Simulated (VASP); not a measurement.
Input of a VASP 6.6.1 run:

The input INCAR:

```
PREC     = Accurate       # precision mode
ENCUT    = 520            # plane-wave cutoff, eV
EDIFF    = 1E-6           # SCF threshold, eV
ISMEAR   = 0              # smearing method
SIGMA    = 0.1            # smearing width, eV
LREAL    = F              # projectors in reciprocal space
LASPH    = T              # aspherical terms in the spheres
NELM     = 80             # most SCF steps
ALGO     = Fast           # electronic algorithm
ISIF     = 2              # what is computed and relaxed
LWAVE    = F              # write WAVECAR
LCHARG   = F              # write CHGCAR
GGA      = PE             # functional
ISYM     = 0            
NBANDS   = 16             # bands
```

Contents of KPOINTS:

```
regular mesh
0
Gamma
  9 4 17
```

The input POSCAR:

```
Al
1.0
    4.0626003656      0.0000000000      0.0000000000
   -2.0313001828     10.5549453661      0.0000000000
   -2.0313001828      0.0000000000      1.9613906599
Al
5
Direct
    0.4000000000      0.8000000000      0.0000000000
    0.2000000000      0.4000000000      0.0000000000
    0.8000000000      0.6000000000      0.0000000000
    0.0000000000      0.0000000000      0.0000000000
    0.6000000000      0.2000000000      0.0000000000
```

Potentials or basis: VASP PAW PBE potentials, release 64 (Al).

Run with:

```sh
$ cat potpaw_PBE.64/Al/POTCAR > POTCAR
$ mpirun -np 1 vasp_std > vasp.out
```

Question: Estimate the band gap on the k mesh.

Answer: Zero (an odd number of electrons rules out a gap without spin polarisation).

Question: Predict the pressure.

Answer: -1.2 GPa.

Stress tensor (GPa, compression positive):
```
-1.50  0.08 -0.05
 0.08 -3.00 -0.26
-0.05 -0.26  0.91
```
